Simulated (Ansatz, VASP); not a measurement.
# Ir: VASP beside Ansatz

Contents of POSCAR:

```
Ir
1.0
    0.0000000000      1.9221147239      2.0662733282
    1.9221147239      0.0000000000      2.0662733282
    1.9221147239      1.9221147239      0.0000000000
Ir
1
Direct
    0.0000000000      0.0000000000      0.0000000000
```

Contents of INCAR.step1:

```
SYSTEM = Ir
  PREC = Accurate
  ENCUT = 520
  ISMEAR = 0
  SIGMA = 0.15
  LREAL = .False.
  LASPH = .True.
  NELM = 100
  NBANDS = 10
  GGA = PE
  ALGO = Normal
  EDIFF = 1E-4
  LWAVE = .True.
  LCHARG = .False.
```

Contents of INCAR.step2:

```
SYSTEM = Ir
  PREC = Accurate
  ENCUT = 520
  EDIFF = 1E-7
  ISMEAR = 0
  SIGMA = 0.15
  LREAL = .False.
  LASPH = .True.
  NELM = 100
  ALGO = Normal
  ISIF = 2
  LWAVE = .False.
  LCHARG = .False.
  METAGGA = R2SCAN
  LMIXTAU = .True.
  NBANDS = 10
  ISTART = 1
```

KPOINTS

```
Automatic mesh
0
Gamma
  26 26 26
  0 0 0
```

Input for Ansatz:

```yaml
crystal:
  lattice:
    - [0.0, 1.9221147239, 2.0662733282]
    - [1.9221147239, 0.0, 2.0662733282]
    - [1.9221147239, 1.9221147239, 0.0]
  atoms:
    - { symbol: Ir, position: [0.0, 0.0, 0.0] }
basis:
  ecutwfc: 500
kpoints:
  mp_grid: { grid: [26, 26, 26] }
hamiltonian:
  xc: r2scan
scf:
  occupations: { method: gaussian, width: 0.15 }
output:
  forces: true
  stress: true
  eigenvalues: true
```

Change from the starting cell: strain +0.0750 x Voigt [0, 0, 1, 0, 0, 0], atoms carried along.

Alike in both runs: task single point; functional r2SCAN; k mesh 26 × 26 × 26; occupations gaussian, width 0.15 eV; no spin polarisation.

|  | VASP | Ansatz |
| --- | --- | --- |
| version | VASP 6.6.1 | Ansatz 0.2.0 |
| potentials or method | VASP PAW PBE potentials, release 64 (Ir), cutoff 520 eV | scalar-relativistic, plane waves, PAW |
| valence electrons in the cell | 9 | 17 |

Ansatz gave:

- gap on the k mesh at the Fermi level (eV): none
- pressure (GPa): -21.6
- traceless stress, the component that is largest in VASP (GPa): -15.38

What did VASP give for the same quantities?

gap on the k mesh at the Fermi level (eV): none; pressure (GPa): -19.8; traceless stress, the component that is largest in VASP (GPa): -15.39.

VASP's potentials were made for PBE, not for r2SCAN. A gap of «none» marks a metal or a gap that the smearing closes. With one functional, cell and mesh, what is left measures potentials, basis and numerics. VASP's potentials hold 9 valence electrons a cell and Ansatz's 17, so a difference there can come from the potentials and not from the codes.

Neither program's run includes spin-orbit coupling.
